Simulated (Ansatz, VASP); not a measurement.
Two plane-wave programs on LiHS

INCAR

```
SYSTEM = LiHS
PREC = Accurate
ENCUT = 520
EDIFF = 1E-6
ISMEAR = -4
SIGMA = 0.02
LREAL = .False.
LASPH = .True.
NELM = 100
ALGO = Normal
ISIF = 2
LWAVE = .False.
LCHARG = .False.
GGA = PS
NBANDS = 32
```

File KPOINTS:

```
Automatic mesh
0
Gamma
  4 8 4
  0 0 0
```

File POSCAR:

```
LiHS
1.0
    6.6845981001      0.0000000000      0.0000000000
    0.0000000000      3.1579429518      0.0000000000
    0.0000000000      0.0000000000      6.7012354254
Li H S
4 4 4
Direct
    0.0014926147      0.2500000000      0.2471691099
    0.4985073853      0.7500000000      0.7471691099
    0.5014926147      0.2500000000      0.2528308901
    0.9985073853      0.7500000000      0.7528308901
    0.2446034302      0.2500000000      0.5061251256
    0.2553965698      0.7500000000      0.0061251256
    0.7446034302      0.2500000000      0.9938748744
    0.7553965698      0.7500000000      0.4938748744
    0.7505933317      0.2500000000      0.5596526971
    0.7494066683      0.7500000000      0.0596526971
    0.2505933317      0.2500000000      0.9403473029
    0.2494066683      0.7500000000      0.4403473029
```

Input for Ansatz:

```yaml
crystal:
  lattice:
    - [6.6845981001, 0.0, 0.0]
    - [0.0, 3.1579429518, 0.0]
    - [0.0, 0.0, 6.7012354254]
  atoms:
    - { symbol: Li, position: [0.0014926147, 0.25, 0.2471691099] }
    - { symbol: Li, position: [0.4985073853, 0.75, 0.7471691099] }
    - { symbol: Li, position: [0.5014926147, 0.25, 0.2528308901] }
    - { symbol: Li, position: [0.9985073853, 0.75, 0.7528308901] }
    - { symbol: H, position: [0.2446034302, 0.25, 0.5061251256] }
    - { symbol: H, position: [0.2553965698, 0.75, 0.0061251256] }
    - { symbol: H, position: [0.7446034302, 0.25, 0.9938748744] }
    - { symbol: H, position: [0.7553965698, 0.75, 0.4938748744] }
    - { symbol: S, position: [0.7505933317, 0.25, 0.5596526971] }
    - { symbol: S, position: [0.7494066683, 0.75, 0.0596526971] }
    - { symbol: S, position: [0.2505933317, 0.25, 0.9403473029] }
    - { symbol: S, position: [0.2494066683, 0.75, 0.4403473029] }
basis:
  ecutwfc: 420
kpoints:
  mp_grid: { grid: [4, 8, 4] }
hamiltonian:
  xc: pbesol
scf:
  occupations: { method: tetrahedron_uncorrected }
  algorithm: density_mixing
  mixing: { algorithm: msr1, beta: 0.05, ndim: 8 }
output:
  forces: true
  eigenvalues: true
  stress: true
```

Alike in both runs: task single point; functional PBEsol; k mesh 4 × 8 × 4; no spin polarisation.

|  | VASP | Ansatz |
| --- | --- | --- |
| version | VASP 6.6.1 | Ansatz 0.2.0 |
| potentials or method | VASP PAW PBE potentials, release 64 (Li_sv, H, S), cutoff 520 eV | scalar-relativistic, plane waves, PAW |
| occupations | tetrahedron | tetrahedron-uncorrected |
| valence electrons in the cell | 40 | 40 |

Ansatz gave:

```
gap on the k mesh at the Fermi level (eV) : 1.51
rms of the force components (eV/Å)        : 0.002
```

Task: Estimate VASP's values.

Result: gap on the k mesh at the Fermi level (eV): 1.52; rms of the force components (eV/Å): 0.003.

VASP's potentials were made for PBE, not for PBEsol. Atom by atom the forces differ by 0.003 eV/Å (rms over components). Ansatz's warnings: band table not solved further.

Noted on VASP's run: the cutoff is short for stress, so the pressure is rough.
